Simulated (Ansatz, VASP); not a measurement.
**One calculation of Al2O3, two programs**

The input INCAR:

```
PREC = Accurate
ENCUT = 520
EDIFF = 1E-7
ISMEAR = 0
SIGMA = 0.05
LREAL = False
LASPH = True
NELM = 100
ALGO = Normal
ISIF = 2
LWAVE = False
LCHARG = False
GGA = PE
NBANDS = 35
```

KPOINTS

```
regular mesh
0
Gamma
  6 6 6
```

Contents of POSCAR:

```
Al2O3
1.0
    2.5245721467      1.4575624084      4.3744828318
   -2.5245721467      1.4575624084      4.3744828318
    0.0000000000     -2.9151248170      4.3744828317
Al O
4 6
Direct
    0.8521479318      0.8521479318      0.8521479318
    0.6478520682      0.6478520682      0.6478520682
    0.1478520682      0.1478520682      0.1478520682
    0.3521479318      0.3521479318      0.3521479318
    0.0561765927      0.4438234073      0.7500000000
    0.7500000000      0.0561765927      0.4438234073
    0.4438234073      0.7500000000      0.0561765927
    0.9438234073      0.5561765927      0.2500000000
    0.2500000000      0.9438234073      0.5561765927
    0.5561765927      0.2500000000      0.9438234073
```

Input for Ansatz:

```yaml
crystal:
  lattice:
    - [2.5245721467, 1.4575624084, 4.3744828318]
    - [-2.5245721467, 1.4575624084, 4.3744828318]
    - [0.0, -2.915124817, 4.3744828317]
  atoms:
    - { symbol: Al, position: [0.8521479318, 0.8521479318, 0.8521479318] }
    - { symbol: Al, position: [0.6478520682, 0.6478520682, 0.6478520682] }
    - { symbol: Al, position: [0.1478520682, 0.1478520682, 0.1478520682] }
    - { symbol: Al, position: [0.3521479318, 0.3521479318, 0.3521479318] }
    - { symbol: O, position: [0.0561765927, 0.4438234073, 0.75] }
    - { symbol: O, position: [0.75, 0.0561765927, 0.4438234073] }
    - { symbol: O, position: [0.4438234073, 0.75, 0.0561765927] }
    - { symbol: O, position: [0.9438234073, 0.5561765927, 0.25] }
    - { symbol: O, position: [0.25, 0.9438234073, 0.5561765927] }
    - { symbol: O, position: [0.5561765927, 0.25, 0.9438234073] }
basis:
  ecutwfc: 420
kpoints:
  mp_grid: { grid: [6, 6, 6] }
hamiltonian:
  xc: pbe
scf:
  occupations: { method: gaussian, width: 0.05 }
output:
  forces: true
  stress: true
  eigenvalues: true
```

Change from the starting cell: strain +0.050 along x and y, +0.000 along z, atoms carried along.

Alike in both runs: task single point; functional PBE; k mesh 6 × 6 × 6; occupations gaussian, width 0.05 eV; no spin polarisation.

|  | VASP | Ansatz |
| --- | --- | --- |
| version | VASP 6.6.1 | Ansatz 0.2.0 |
| potentials or method | VASP PAW PBE potentials, release 64 (Al, O), cutoff 520 eV | scalar-relativistic, plane waves, PAW |
| valence electrons in the cell | 48 | 48 |

```csv
,VASP,Ansatz,Ansatz less VASP
gap on the k mesh at the Fermi level (eV),4.35,4.36,+0.009
least direct gap on the mesh (eV),4.35,4.36,+0.009
pressure (GPa),-18.9,-18.7,+0.17
"traceless stress, the component that is largest in VASP (GPa)",11.67,11.66,-0.012
rms of the force components (eV/Å),0.137,0.135,-0.0015
```

Atom by atom the forces differ by 0.002 eV/Å (rms over components).
